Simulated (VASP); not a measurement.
# SrBrCl in VASP: further runs, part 2 of 2

VASP 6.6.1. Earlier steps stand in the parts before.

### 5 Single point, PBE

This run uses another cell than the first one, of 164.21 Å³/atom, 2.175 times its volume.

File INCAR:

```
PREC     = Accurate       # precision mode
ENCUT    = 520            # plane-wave cutoff, eV
EDIFF    = 1E-6           # SCF threshold, eV
ISMEAR   = 0              # smearing method
SIGMA    = 0.02           # smearing width, eV
LREAL    = F              # projectors in reciprocal space
LASPH    = T              # aspherical terms in the spheres
NELM     = 60             # most SCF steps
ALGO     = Normal         # electronic algorithm
ISIF     = 2              # what is computed and relaxed
LWAVE    = F              # write WAVECAR
LCHARG   = F              # write CHGCAR
LDIPOL   = T            
IDIPOL   = 3            
DIPOL    = 0.5 0.5 0.292
GGA      = PE             # functional
NBANDS   = 19             # bands
```

File KPOINTS:

```
regular mesh
0
Gamma
  6 6 1
```

File POSCAR:

```
SrBrCl
1.0
    4.2903293100      0.0000000000      0.0000000000
   -2.1451646550      3.7155341731      0.0000000000
    0.0000000000      0.0000000000     30.9038411200
Sr Br Cl
1 1 1
Direct
    0.0000000000      0.0000000000      0.2950334806
    0.3333333333      0.6666666667      0.2352323293
    0.3333333333      0.6666666667      0.3469067038
```

Potentials or basis: VASP PAW PBE potentials, release 64 (Sr_sv, Br, Cl).

Command:

```sh
> cat potpaw_PBE.64/Sr_sv/POTCAR potpaw_PBE.64/Br/POTCAR potpaw_PBE.64/Cl/POTCAR > POTCAR
> mpirun -np 1 vasp_std > vasp.out
```

OUTCAR:

```text
PREC = Accurate
   ENCUT = 520
   EDIFF = 1E-6
   ISMEAR = 0
   LREAL = F
   LASPH = T
   NELM = 60
   ISIF = 2
   GGA = PE

 ion  position               nearest neighbor table
   1  0.000  0.000  0.295-   3 2.95   3 2.95   3 2.95   2 3.09   2 3.09   2 3.09
   2  0.333  0.667  0.235-   1 3.09   1 3.09   1 3.09
   3  0.333  0.667  0.347-   1 2.95   1 2.95   1 2.95

  LATTYP: Found a hexagonal cell.
 ALAT       =     4.2903293100
 C/A-ratio  =     7.2031396396

  Lattice vectors:

 A1 = (   4.2903293100,   0.0000000000,   0.0000000000)
 A2 = (  -2.1451646550,   3.7155341731,   0.0000000000)
 A3 = (   0.0000000000,   0.0000000000,  30.9038411200)

Analysis of symmetry for initial positions (statically):
=====================================================================
 Subroutine PRICEL returns:
 Original cell was already a primitive cell.

 Routine SETGRP: Setting up the symmetry group for a
 hexagonal supercell.

 Subroutine GETGRP returns: Found  6 space group operations
 (whereof  6 operations were pure point group operations)
 out of a pool of 24 trial point group operations.

The static configuration has the point symmetry C_3v.

Analysis of symmetry for dynamics (positions and initial velocities):
=====================================================================
 Subroutine PRICEL returns:
 Original cell was already a primitive cell.

 Routine SETGRP: Setting up the symmetry group for a
 hexagonal supercell.

 Subroutine GETGRP returns: Found  6 space group operations
 (whereof  6 operations were pure point group operations)
 out of a pool of 24 trial point group operations.

The dynamic configuration has the point symmetry C_3v.

 Subroutine INISYM returns: Found  6 space group operations
 (whereof  6 operations are pure point group operations),
 and found     1 'primitive' translations

----------------------------------------------------------------------------------------

                                     Primitive cell

  volume of cell :     492.6340

  direct lattice vectors                    reciprocal lattice vectors
     4.290329310  0.000000000  0.000000000     0.233082341  0.134570152  0.000000000
    -2.145164655  3.715534173  0.000000000     0.000000000  0.269140305  0.000000000
     0.000000000  0.000000000 30.903841120     0.000000000  0.000000000  0.032358437

  length of vectors
     4.290329310  4.290329310 30.903841120     0.269140305  0.269140305  0.032358437

  position of ions in fractional coordinates (direct lattice)
     0.000000000  0.000000000  0.295033481
     0.333333333  0.666666667  0.235232329
     0.333333333  0.666666667  0.346906704

  ion indices of the primitive-cell ions
   primitive index   ion index
                 1           1
                 2           2
                 3           3

----------------------------------------------------------------------------------------

 KPOINTS: regular mesh

Automatic generation of k-mesh.
 Grid dimensions read from file:
 generate k-points for:    6    6    1

 Generating k-lattice:

  Cartesian coordinates                     Fractional coordinates (reciprocal lattice)
     0.038847057  0.022428359  0.000000000     0.166666667 -0.000000000  0.000000000
     0.000000000  0.044856717  0.000000000     0.000000000  0.166666667  0.000000000
     0.000000000  0.000000000  0.032358437     0.000000000  0.000000000  1.000000000

  Length of vectors
     0.044856717  0.044856717  0.032358437

  Shift w.r.t. Gamma in fractional coordinates (k-lattice)
     0.000000000  0.000000000  0.000000000

 Subroutine IBZKPT returns following result:
 ===========================================

 Found      7 irreducible k-points:

 Following reciprocal coordinates:
            Coordinates               Weight
  0.000000  0.000000  0.000000      1.000000
  0.166667  0.000000  0.000000      6.000000
  0.333333  0.000000  0.000000      6.000000
  0.500000  0.000000  0.000000      3.000000
  0.166667  0.166667  0.000000      6.000000
  0.333333  0.166667  0.000000     12.000000
  0.333333  0.333333  0.000000      2.000000
   k-points           NKPTS =      7   k-points in BZ     NKDIM =      7   number of bands    NBANDS=     19
   number of dos      NEDOS =    301   number of ions     NIONS =      3
   total plane-waves  NPLWV = 245760
   dimension x,y,z NGX =    32 NGY =   32 NGZ =  240
   dimension x,y,z NGXF=    64 NGYF=   64 NGZF=  480
   ions per type =               1   1   1
   NGX,Y,Z   is equivalent  to a cutoff of  12.40, 12.40, 12.91 a.u.
   NGXF,Y,Z  is equivalent  to a cutoff of  24.80, 24.80, 25.82 a.u.
 SYSTEM =  unknown system
   PREC   = accura    normal or accurate (medium, high low for compatibility)
   ISTART =      0    job   : 0-new  1-cont  2-samecut
   ICHARG =      2    charge: 1-file 2-atom 10-const
   ISPIN  =      1    spin polarized calculation?
   LNONCOLLINEAR =      F non collinear calculations
   LSORBIT =      F    spin-orbit coupling
   LASPH  =      T    aspherical Exc in radial PAW
   ENCUT  =  520.0 eV  38.22 Ry    6.18 a.u.   7.98  7.98 57.46*2*pi/ulx,y,z
   NELM   =     60;   NELMIN=  2; NELMDL= -5     # of ELM steps
   EDIFF  = 0.1E-05   stopping-criterion for ELM
   LREAL  =      F    real-space projection
   EDIFFG = 0.1E-04   stopping-criterion for IOM
   NSW    =      0    number of steps for IOM
   IBRION =     -1    ionic relax: 0-MD 1-quasi-New 2-CG
   NFREE  =      0    steps in history (QN), initial steepest desc. (CG)
   ISIF   =      2    stress and relaxation
   ISYM   =      2    0-nonsym 1-usesym 2-fastsym
   POTIM  = 0.5000    time-step for ionic-motion
   TEBEG  =    0.0;   TEEND  =   0.0 temperature during run
   PSTRESS=    0.0 pullay stress
   NELECT =      24.0000    total number of electrons
   NUPDOWN=      -1.0000    fix difference up-down
   EMIN   =  10.00;   EMAX   =-10.00  energy-range for DOS
   EFERMI =   0.00;   METHOD = LEGACY
   ISMEAR =     0;   SIGMA  =   0.02  broadening in eV -4-tet -1-fermi 0-gaus
   EFERMI_NEDOS =   21; number of points for ismear=-14 and -15
   IALGO  =     38    algorithm
   IMIX   =      4    mixing-type and parameters
     AMIX     =   0.40;   BMIX     =  1.00
     AMIX_MAG =   1.60;   BMIX_MAG =  1.00
  volume/ion in A,a.u.               =     164.21      1108.15
  Fermi-wavevector in a.u.,A,eV,Ry     =   0.597912  1.129889  4.864063  0.357499
  Thomas-Fermi vector in A             =   1.648817
   LORBIT       =      0    0 simple, 1 ext, 2 COOP (PROOUT), +10 PAW based schemes
   GGA     = PE    functional components
   LHFCALC =     F    Hartree Fock is set to
   AEXX    =    0.0000 exact exchange contribution
   IVDW    =     0    specifies the selected vdW correction
   LEPSILON=     F    determine dielectric tensor
   LRPA    =     F    only Hartree local field effects (RPA)
 non-spin polarized calculation
 Gauss-broadening in eV      SIGMA  =   0.02
  energy-cutoff  :      520.00
  volume of cell :      492.63
 maximum number of plane-waves:     13326
 NGX is ok and might be reduce to    32
   NGX = 15   NGY = 15   NGZ =115

 dipolmoment           0.000000      0.000000      0.000003 electrons x Angstroem

 number of electron      24.0000001 magnetization

 dipolmoment           0.000000      0.000000     -0.024535 electrons x Angstroem

 Free energy of the ion-electron system (eV)
  ---------------------------------------------------
  ext. energy  EPLUGINS =         0.00000000
  ---------------------------------------------------
  free energy    TOTEN  =       -11.56536306 eV

  energy without entropy =      -11.56536306  energy(sigma->0) =      -11.56536306

 E-fermi :  -6.2061     XC(G=0):  -1.8996

 val. band max:       -6.3047769794   @ k =   0.1667   0.1667   0.0000
 cond. band min:      -1.6675412102   @ k =   0.0000   0.0000   0.0000
 fundamental gap:      4.6372357692
 Fermi energy:        -6.2061473571

 k-point     1 :       0.0000    0.0000    0.0000
  band No.  band energies     occupation
      1     -39.5596      2.00000
      2     -21.7018      2.00000
      3     -21.5375      2.00000
      4     -21.5375      2.00000
      5     -19.2170      2.00000
      6     -18.4812      2.00000
[... 131 lines left out ...]
      6     -18.4528      2.00000
[... 11 lines left out ...]
     18       2.5388      0.00000
     19       2.9740      0.00000

------------------------ aborting loop because EDIFF is reached ----------------------------------------

 vacuum level on the upper side and lower side of the slab       (xc-potential included)        -0.143         0.131

  FORCE on cell =-STRESS in cart. coord.  units (eV):
  Direction    XX          YY          ZZ          XY          YZ          ZX
  --------------------------------------------------------------------------------------
  -------------------------------------------------------------------------------------
  Total        0.1209120      0.1209120      0.0836750      0.0000000      0.0000000     -0.0000000
  in kB        0.3932381      0.3932381      0.2721335      0.0000000      0.0000000     -0.0000000
  external PRESSURE =       0.3528699 kB  Pullay stress =       0.0000000 kB

 VOLUME and BASIS-vectors are now :
 -----------------------------------------------------------------------------
  energy-cutoff  :      520.00
  volume of cell :      492.63
      direct lattice vectors                 reciprocal lattice vectors
     4.290329310  0.000000000  0.000000000     0.233082341  0.134570152  0.000000000
    -2.145164655  3.715534173  0.000000000     0.000000000  0.269140305  0.000000000
     0.000000000  0.000000000 30.903841120     0.000000000  0.000000000  0.032358437

 POSITION                                       TOTAL-FORCE (eV/Angst)
 -----------------------------------------------------------------------------------
      0.00000      0.00000      9.11767         0.000000      0.000000     -0.024246
     -0.00000      2.47702      7.26958        -0.000000      0.000000     -0.017706
     -0.00000      2.47702     10.72075         0.000000     -0.000000      0.041952
 -----------------------------------------------------------------------------------
    total drift:                                0.000000     -0.000000      0.000054

  FREE ENERGIE OF THE ION-ELECTRON SYSTEM (eV)
  ---------------------------------------------------
  free  energy   TOTEN  =       -11.5653630567 eV

  energy  without entropy=      -11.5653630567  energy(sigma->0) =      -11.56536306

 vacuum level on the upper side and lower side of the slab         1.300         1.579
```

Run time: 2.3 min. Hardware: 1 thread of Intel Xeon 6975P-C, shared host; peak memory 0.58 GiB.

Results:

```yaml
Free_energy: -11.5654 eV
Largest_force: 0.042 eV/Å
Band_gap_on_the_k_mesh: 4.64 eV, indirect (least direct gap 4.67 eV)
```

Forces on the atoms (eV/Å):
```
Sr   0.000  0.000 -0.024
Br   0.000  0.000 -0.018
Cl   0.000  0.000  0.042
```

### 6 Overview

| cell | smearing | gap on the mesh (eV) | largest force (eV/Å) |
| --- | --- | --- | --- |
| a = 3.812, b = 3.812, c = 18.000 Å, angles 90.0, 90.0, 120.0°, 3 atoms | gaussian 0.1 eV | 4.11 | 0.76 |
| a = 4.290, b = 4.290, c = 30.904 Å, angles 90.0, 90.0, 120.0°, 3 atoms | gaussian 0.1 eV | 4.64 | 0.04 |
| a = 4.295, b = 4.295, c = 30.904 Å, angles 90.0, 90.0, 120.0°, 3 atoms | gaussian 0.02 eV | 4.63 | 0.02 |
| a = 4.290, b = 4.290, c = 30.904 Å, angles 90.0, 90.0, 120.0°, 3 atoms | gaussian 0.02 eV | 4.64 | 0.04 |

Alike in all rows: task single point; level PBE; potentials or basis VASP PAW PBE potentials, release 64 (Sr_sv, Br, Cl); no spin polarisation; k mesh 6 × 6 × 1; cutoff (eV) 520.

Absolute energies hang on the potentials; compare differences alone.
